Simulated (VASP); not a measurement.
# Al (Fm-3m) in VASP: further runs

The runs below take Al through single point, with r2SCAN.

Everything below comes from runs of VASP 6.6.1. Logs are shortened: lines on timing, memory, paths and dates and some standing lists are left out, and cuts for length are marked.

### 1 The cell of the first run

It takes space group Fm-3m (No. 225, cubic). Conventional cell: a = 3.995 Å, b = 3.995 Å, c = 3.995 Å, α = 90.00°, β = 90.00°, γ = 90.00°. Within 3.7 Å of Al (site symmetry m-3m) lie 12 Al at 2.82 Å.

### 2 Single point, r2SCAN

POSCAR

```
Al
1.0
    0.0000000000      1.9972723217      1.9972723217
    1.9972723217      0.0000000000      1.9972723217
    1.9972723217      1.9972723217      0.0000000000
Al
1
Direct
    0.0000000000      0.0000000000      0.0000000000
```

INCAR.step1

```
PREC = Accurate
ENCUT = 520
ISMEAR = -1
SIGMA = 0.15
LREAL = False
LASPH = True
NELM = 60
NBANDS = 8
GGA = PE
ALGO = Normal
EDIFF = 1E-4
LWAVE = True
LCHARG = False
```

INCAR.step2

```
PREC = Accurate
ENCUT = 520
EDIFF = 1E-6
ISMEAR = -1
SIGMA = 0.15
LREAL = False
LASPH = True
NELM = 60
ALGO = Normal
ISIF = 2
LWAVE = False
LCHARG = False
METAGGA = R2SCAN
LMIXTAU = True
NBANDS = 8
ISTART = 1
```

KPOINTS

```
Automatic mesh
0
Gamma
  20 20 20
```

Potentials or basis: VASP PAW PBE potentials, release 64 (Al).

Started as:

```sh
$ cat potpaw_PBE.64/Al/POTCAR > POTCAR
$ cp INCAR.step1 INCAR
$ mpirun -np 1 vasp_std > vasp.out
$ cp INCAR.step2 INCAR
$ mpirun -np 1 vasp_std > vasp.out
```

OUTCAR:

```text
PREC = Accurate
   ENCUT = 520
   EDIFF = 1E-6
   ISMEAR = -1
   LREAL = False
   LASPH = True
   NELM = 60
   ISIF = 2
   METAGGA = R2SCAN
   ISTART = 1

 ion  position               nearest neighbor table
   1  0.000  0.000  0.000-

  LATTYP: Found a face centered cubic cell.
 ALAT       =     3.9945446434

  Lattice vectors:

 A1 = (   0.0000000000,   1.9972723217,   1.9972723217)
 A2 = (   1.9972723217,   0.0000000000,   1.9972723217)
 A3 = (   1.9972723217,   1.9972723217,   0.0000000000)

Analysis of symmetry for initial positions (statically):
=====================================================================
 Subroutine PRICEL returns:
 Original cell was already a primitive cell.

 Routine SETGRP: Setting up the symmetry group for a
 face centered cubic supercell.

 Subroutine GETGRP returns: Found 48 space group operations
 (whereof 48 operations were pure point group operations)
 out of a pool of 48 trial point group operations.

The static configuration has the point symmetry O_h .

Analysis of symmetry for dynamics (positions and initial velocities):
=====================================================================
 Subroutine PRICEL returns:
 Original cell was already a primitive cell.

 Routine SETGRP: Setting up the symmetry group for a
 face centered cubic supercell.

 Subroutine GETGRP returns: Found 48 space group operations
 (whereof 48 operations were pure point group operations)
 out of a pool of 48 trial point group operations.

The dynamic configuration has the point symmetry O_h .

 Subroutine INISYM returns: Found 48 space group operations
 (whereof 48 operations are pure point group operations),
 and found     1 'primitive' translations

----------------------------------------------------------------------------------------

                                     Primitive cell

  volume of cell :      15.9346

  direct lattice vectors                    reciprocal lattice vectors
     0.000000000  1.997272322  1.997272322    -0.250341425  0.250341425  0.250341425
     1.997272322  0.000000000  1.997272322     0.250341425 -0.250341425  0.250341425
     1.997272322  1.997272322  0.000000000     0.250341425  0.250341425 -0.250341425

  length of vectors
     2.824569605  2.824569605  2.824569605     0.433604068  0.433604068  0.433604068

  position of ions in fractional coordinates (direct lattice)
     0.000000000  0.000000000  0.000000000

  ion indices of the primitive-cell ions
   primitive index   ion index
                 1           1

----------------------------------------------------------------------------------------

 KPOINTS: Automatic mesh

Automatic generation of k-mesh.
 Grid dimensions read from file:
 generate k-points for:   20   20   20

 Generating k-lattice:

  Cartesian coordinates                     Fractional coordinates (reciprocal lattice)
    -0.012517071  0.012517071  0.012517071     0.050000000  0.000000000  0.000000000
     0.012517071 -0.012517071  0.012517071     0.000000000  0.050000000  0.000000000
     0.012517071  0.012517071 -0.012517071     0.000000000  0.000000000  0.050000000

  Length of vectors
     0.021680203  0.021680203  0.021680203

  Shift w.r.t. Gamma in fractional coordinates (k-lattice)
     0.000000000  0.000000000  0.000000000

 Subroutine IBZKPT returns following result:
 ===========================================

 Found    256 irreducible k-points:

 Following reciprocal coordinates:
            Coordinates               Weight
  0.000000  0.000000  0.000000      1.000000
  0.050000  0.000000  0.000000      8.000000
  0.100000  0.000000  0.000000      8.000000
  0.150000  0.000000  0.000000      8.000000
  0.200000  0.000000  0.000000      8.000000
  0.250000  0.000000  0.000000      8.000000
[... 16 lines left out ...]
 -0.400000  0.050000  0.000000     24.000000
 -0.350000  0.050000  0.000000     24.000000
 [... further k-points ...]
   k-points           NKPTS =    256   k-points in BZ     NKDIM =    256   number of bands    NBANDS=      8
   number of dos      NEDOS =    301   number of ions     NIONS =      1
   total plane-waves  NPLWV =  13824
   dimension x,y,z NGX =    24 NGY =   24 NGZ =   24
   dimension x,y,z NGXF=    48 NGYF=   48 NGZF=   48
   ions per type =               1
   NGX,Y,Z   is equivalent  to a cutoff of  14.13, 14.13, 14.13 a.u.
   NGXF,Y,Z  is equivalent  to a cutoff of  28.25, 28.25, 28.25 a.u.
 SYSTEM =  unknown system
   PREC   = accura    normal or accurate (medium, high low for compatibility)
   ISTART =      1    job   : 0-new  1-cont  2-samecut
   ICHARG =      0    charge: 1-file 2-atom 10-const
   ISPIN  =      1    spin polarized calculation?
   LNONCOLLINEAR =      F non collinear calculations
   LSORBIT =      F    spin-orbit coupling
   LASPH  =      T    aspherical Exc in radial PAW
   ENCUT  =  520.0 eV  38.22 Ry    6.18 a.u.   5.25  5.25  5.25*2*pi/ulx,y,z
   NELM   =     60;   NELMIN=  2; NELMDL=  0     # of ELM steps
   EDIFF  = 0.1E-05   stopping-criterion for ELM
   LREAL  =      F    real-space projection
   EDIFFG = 0.1E-04   stopping-criterion for IOM
   NSW    =      0    number of steps for IOM
   IBRION =     -1    ionic relax: 0-MD 1-quasi-New 2-CG
   NFREE  =      0    steps in history (QN), initial steepest desc. (CG)
   ISIF   =      2    stress and relaxation
   ISYM   =      2    0-nonsym 1-usesym 2-fastsym
   POTIM  = 0.5000    time-step for ionic-motion
   TEBEG  =    0.0;   TEEND  =   0.0 temperature during run
   PSTRESS=    0.0 pullay stress
   NELECT =       3.0000    total number of electrons
   NUPDOWN=      -1.0000    fix difference up-down
   EMIN   =  10.00;   EMAX   =-10.00  energy-range for DOS
   EFERMI =   0.00;   METHOD = LEGACY
   ISMEAR =    -1;   SIGMA  =   0.15  broadening in eV -4-tet -1-fermi 0-gaus
   EFERMI_NEDOS =   21; number of points for ismear=-14 and -15
   IALGO  =     38    algorithm
   IMIX   =      4    mixing-type and parameters
     AMIX     =   0.40;   BMIX     =  1.00
     AMIX_MAG =   1.60;   BMIX_MAG =  1.00
  volume/ion in A,a.u.               =      15.93       107.53
  Fermi-wavevector in a.u.,A,eV,Ry     =   0.938285  1.773101 11.978272  0.880378
  Thomas-Fermi vector in A             =   2.065481
   LORBIT       =      0    0 simple, 1 ext, 2 COOP (PROOUT), +10 PAW based schemes
   METAGGA = R2SCAN    functional components
   LHFCALC =     F    Hartree Fock is set to
   AEXX    =    0.0000 exact exchange contribution
   IVDW    =     0    specifies the selected vdW correction
   LEPSILON=     F    determine dielectric tensor
   LRPA    =     F    only Hartree local field effects (RPA)
 non-spin polarized calculation
  energy-cutoff  :      520.00
  volume of cell :       15.93
 maximum number of plane-waves:       444
 NGX is ok and might be reduce to    24
   NGX = 11   NGY = 11   NGZ = 11

 number of electron       3.0000000 magnetization

 Free energy of the ion-electron system (eV)
  ---------------------------------------------------
  ext. energy  EPLUGINS =         0.00000000
  ---------------------------------------------------
  free energy    TOTEN  =        -6.75170870 eV

  energy without entropy =       -6.72488973  energy(sigma->0) =       -6.73829921

 E-fermi :   8.4069     XC(G=0): -11.0372

 val. band max:        8.3899750897   @ k =  -0.4000   0.4000   0.1000
 cond. band min:       8.4354945219   @ k =  -0.3000   0.2500   0.0000
 fundamental gap:      0.0455194321
 Fermi energy:         8.4068505273

 k-point     1 :       0.0000    0.0000    0.0000
  band No.  band energies     occupation
      1      -3.7038      2.00000
      2      21.9065      0.00000
      3      21.9065      0.00000
      4      21.9065      0.00000
      5      24.0928      0.00000
      6      24.0928      0.00000
      7      24.0928      0.00000
      8      26.0008      0.00000

 k-point     2 :       0.0500    0.0000    0.0000
  band No.  band energies     occupation
      1      -3.6299      2.00000
      2      20.5975      0.00000
      3      21.6916      0.00000
      4      21.6916      0.00000
      5      24.4260      0.00000
      6      24.4260      0.00000
      7      24.5224      0.00000
      8      26.8259      0.00000

 k-point     3 :       0.1000    0.0000    0.0000
  band No.  band energies     occupation
      1      -3.4084      2.00000
      2      18.4799      0.00000
      3      21.2663      0.00000
      4      21.2663      0.00000
      5      24.5560      0.00000
      6      25.1944      0.00000
      7      25.1945      0.00000
      8      27.9640      0.00000

 k-point     4 :       0.1500    0.0000    0.0000
  band No.  band energies     occupation
      1      -3.0401      2.00000
      2      16.2987      0.00000
      3      20.8473      0.00000
      4      20.8473      0.00000
      5      24.3808      0.00000
      6      26.0133      0.00000
      7      26.0133      0.00000
      8      27.0311      0.00000

 k-point     5 :       0.2000    0.0000    0.0000
  band No.  band energies     occupation
      1      -2.5260      2.00000
      2      14.1658      0.00000
      3      20.5073      0.00000
      4      20.5073      0.00000
      5      24.1814      0.00000
      6      25.4817      0.00000
      7      25.4817      0.00000
      8      27.6247      0.00000
[... 177 lines left out ...]
 k-point    22 :      -0.4500    0.0500    0.0000
  band No.  band energies     occupation
      1       2.6310      2.00000
      2       4.5948      2.00000
      3      18.9714      0.00000
      4      20.0778      0.00000
      5      21.6122      0.00000
      6      21.8187      0.00000
      7      25.1636      0.00000
      8      26.1680      0.00000

 k-point    23 :      -0.4000    0.0500    0.0000
  band No.  band energies     occupation
      1       1.3972      2.00000
      2       6.1289      2.00000
      3      18.6999      0.00000
      4      20.6292      0.00000
      5      21.5538      0.00000
      6      22.1791      0.00000
      7      24.8539      0.00000
      8      26.7547      0.00000

 k-point    24 :      -0.3500    0.0500    0.0000
  band No.  band energies     occupation
      1       0.2791      2.00000
      2       7.8036      1.96478
      3      18.5511      0.00000
      4      21.1916      0.00000
      5      21.5213      0.00000
      6      22.8664      0.00000
      7      24.6553      0.00000
      8      27.4626      0.00000

 [... further k-points ...]

------------------------ aborting loop because EDIFF is reached ----------------------------------------

  FORCE on cell =-STRESS in cart. coord.  units (eV):
  Direction    XX          YY          ZZ          XY          YZ          ZX
  --------------------------------------------------------------------------------------
  -------------------------------------------------------------------------------------
  Total       -0.0318225     -0.0318225     -0.0318225      0.0000000      0.0000000      0.0000000
  in kB       -3.1996583     -3.1996583     -3.1996583      0.0000000      0.0000000      0.0000000
  external PRESSURE =      -3.1996583 kB  Pullay stress =       0.0000000 kB

 VOLUME and BASIS-vectors are now :
 -----------------------------------------------------------------------------
  energy-cutoff  :      520.00
  volume of cell :       15.93
      direct lattice vectors                 reciprocal lattice vectors
     0.000000000  1.997272322  1.997272322    -0.250341425  0.250341425  0.250341425
     1.997272322  0.000000000  1.997272322     0.250341425 -0.250341425  0.250341425
     1.997272322  1.997272322  0.000000000     0.250341425  0.250341425 -0.250341425

 POSITION                                       TOTAL-FORCE (eV/Angst)
 -----------------------------------------------------------------------------------
      0.00000      0.00000      0.00000         0.000000      0.000000     -0.000000
 -----------------------------------------------------------------------------------
    total drift:                               -0.000000      0.000000      0.000000

  FREE ENERGIE OF THE ION-ELECTRON SYSTEM (eV)
  ---------------------------------------------------
  free  energy   TOTEN  =        -6.7517086957 eV

  energy  without entropy=       -6.7248897327  energy(sigma->0) =       -6.73829921
```

It took 33 s on 1 thread of Intel Xeon 6975P-C (Granite Rapids), shared host; peak memory 0.15 GiB.

What came out:

- Free energy: -6.7517 eV
- Pressure: -0.3 GPa

Caveat: the PAW data sets were made with another functional, which shifts forces and pressure a little.

### 3 Single point, r2SCAN

POSCAR

```
Al
1.0
    0.0000000000      1.9960030644      1.9960030644
    1.9960030644      0.0000000000      1.9960030644
    1.9960030644      1.9960030644      0.0000000000
Al
1
Direct
    0.0000000000      0.0000000000      0.0000000000
```

INCAR.step1

```
PREC     = Accurate       # precision mode
ENCUT    = 520            # plane-wave cutoff, eV
ISMEAR   = 0              # smearing method
SIGMA    = 0.1            # smearing width, eV
LREAL    = F              # projectors in reciprocal space
LASPH    = T              # aspherical terms in the spheres
NELM     = 100            # most SCF steps
NBANDS   = 8              # bands
GGA      = PE             # functional
ALGO     = Normal         # electronic algorithm
EDIFF    = 1E-4           # SCF threshold, eV
LWAVE    = T              # write WAVECAR
LCHARG   = F              # write CHGCAR
```

INCAR.step2

```
PREC     = Accurate       # precision mode
ENCUT    = 520            # plane-wave cutoff, eV
EDIFF    = 1E-6           # SCF threshold, eV
ISMEAR   = 0              # smearing method
SIGMA    = 0.1            # smearing width, eV
LREAL    = F              # projectors in reciprocal space
LASPH    = T              # aspherical terms in the spheres
NELM     = 100            # most SCF steps
ALGO     = Normal         # electronic algorithm
ISIF     = 2              # what is computed and relaxed
LWAVE    = F              # write WAVECAR
LCHARG   = F              # write CHGCAR
METAGGA  = R2SCAN         # meta-GGA
LMIXTAU  = T            
NBANDS   = 8              # bands
ISTART   = 1
```

KPOINTS

```
Automatic mesh
0
Gamma
  18 18 18
```

Potentials or basis: VASP PAW PBE potentials, release 64 (Al).

Started as:

```sh
$ cat potpaw_PBE.64/Al/POTCAR > POTCAR
$ cp INCAR.step1 INCAR
$ mpirun -np 1 vasp_std > vasp.out
$ cp INCAR.step2 INCAR
$ mpirun -np 1 vasp_std > vasp.out
```

OUTCAR:

```text
PREC = Accurate
   ENCUT = 520
   EDIFF = 1E-6
   ISMEAR = 0
   LREAL = F
   LASPH = T
   NELM = 100
   ISIF = 2
   METAGGA = R2SCAN
   ISTART = 1

 ion  position               nearest neighbor table
   1  0.000  0.000  0.000-

  LATTYP: Found a face centered cubic cell.
 ALAT       =     3.9920061288

  Lattice vectors:

 A1 = (   0.0000000000,   1.9960030644,   1.9960030644)
[... 443 lines left out ...]
      6      24.6905      0.00000
      7      25.2138      0.00000
      8      27.5594      0.00000

 [... further k-points ...]

------------------------ aborting loop because EDIFF is reached ----------------------------------------

  FORCE on cell =-STRESS in cart. coord.  units (eV):
  Direction    XX          YY          ZZ          XY          YZ          ZX
  --------------------------------------------------------------------------------------
  -------------------------------------------------------------------------------------
  Total       -0.0319661     -0.0319661     -0.0319661      0.0000000      0.0000000      0.0000000
  in kB       -3.2202308     -3.2202308     -3.2202308      0.0000000      0.0000000      0.0000000
  external PRESSURE =      -3.2202308 kB  Pullay stress =       0.0000000 kB

 VOLUME and BASIS-vectors are now :
 -----------------------------------------------------------------------------
  energy-cutoff  :      520.00
  volume of cell :       15.90
      direct lattice vectors                 reciprocal lattice vectors
     0.000000000  1.996003064  1.996003064    -0.250500617  0.250500617  0.250500617
     1.996003064  0.000000000  1.996003064     0.250500617 -0.250500617  0.250500617
     1.996003064  1.996003064  0.000000000     0.250500617  0.250500617 -0.250500617

 POSITION                                       TOTAL-FORCE (eV/Angst)
 -----------------------------------------------------------------------------------
      0.00000      0.00000      0.00000        -0.000000      0.000000     -0.000000
 -----------------------------------------------------------------------------------
    total drift:                                0.000000      0.000000     -0.000000

  FREE ENERGIE OF THE ION-ELECTRON SYSTEM (eV)
  ---------------------------------------------------
  free  energy   TOTEN  =        -6.7369740711 eV

  energy  without entropy=       -6.7344311293  energy(sigma->0) =       -6.73570260
```

OUTCAR.step1:

```text
PREC = Accurate
   ENCUT = 520
   ISMEAR = 0
   LREAL = F
   LASPH = T
[... 480 lines left out ...]

 POSITION                                       TOTAL-FORCE (eV/Angst)
 -----------------------------------------------------------------------------------
      0.00000      0.00000      0.00000         0.000000      0.000000      0.000000
 -----------------------------------------------------------------------------------
    total drift:                               -0.000000      0.000000      0.000000

  FREE ENERGIE OF THE ION-ELECTRON SYSTEM (eV)
  ---------------------------------------------------
  free  energy   TOTEN  =        -3.7391618877 eV

  energy  without entropy=       -3.7361920354  energy(sigma->0) =       -3.73767696
```

It took 28 s on 1 thread of Intel Xeon 6975P-C (Granite Rapids), shared host; peak memory 0.15 GiB.

Results:

```yaml
Free_energy: -6.7370 eV
Pressure: -0.3 GPa
```

Levels at points of the mesh, in eV from the Fermi level:
```csv
k point,band 1,band 2,band 3,band 4,band 5,band 6
"(0.00, 0.00, 0.00)",-12.10,13.53,13.53,13.53,15.73,15.73
"(0.50, 0.00, 0.00)",-5.15,-4.59,12.25,12.25,12.73,12.73
"(0.50, 0.50, 0.00)",-3.25,-1.67,5.47,6.18,6.18,10.29
```

Caveat: the PAW data sets were made with another functional, which shifts forces and pressure a little.
